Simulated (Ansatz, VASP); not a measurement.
# Ge: VASP beside Ansatz

```
Ge
1.0
    -3.46966    3.46966    3.46966
     3.46966   -3.46966    3.46966
     3.46966    3.46966   -3.46966
Ge
8
Cartesian
  1.0726 4.5423 -1.0726
  -1.0265 1.0265 4.4961
  4.4961 -1.0265 1.0265
  2.4432 2.4432 2.4432
  -1.0265 2.4432 1.0265
  1.0265 -1.0265 2.4432
  2.4432 1.0265 -1.0265
  1.0265 1.0265 1.0265
```

Alike in both runs: task single point; functional PBEsol; k mesh 8 × 8 × 8; occupations gaussian, width 0.15 eV; no spin polarisation.

```csv
,VASP,Ansatz
version,VASP 6.6.1,Ansatz 0.2.0
potentials or method,"VASP PAW PBE potentials, release 64 (Ge_d), cutoff 520 eV","scalar-relativistic, plane waves, PAW"
valence electrons in the cell,112,112
```

```csv
,VASP,Ansatz,Ansatz less VASP
gap on the k mesh at the Fermi level (eV),none,none,-
pressure (GPa),0.2,0.3,+0.08
"traceless stress, the component that is largest in VASP (GPa)",0.52,0.52,+0.002
rms of the force components (eV/Å),0.185,0.186,+0.0015
```

VASP's potentials were made for PBE, not for PBEsol. Atom by atom the forces differ by 0.002 eV/Å (rms over components). A gap of «none» marks a metal or a gap that the smearing closes.
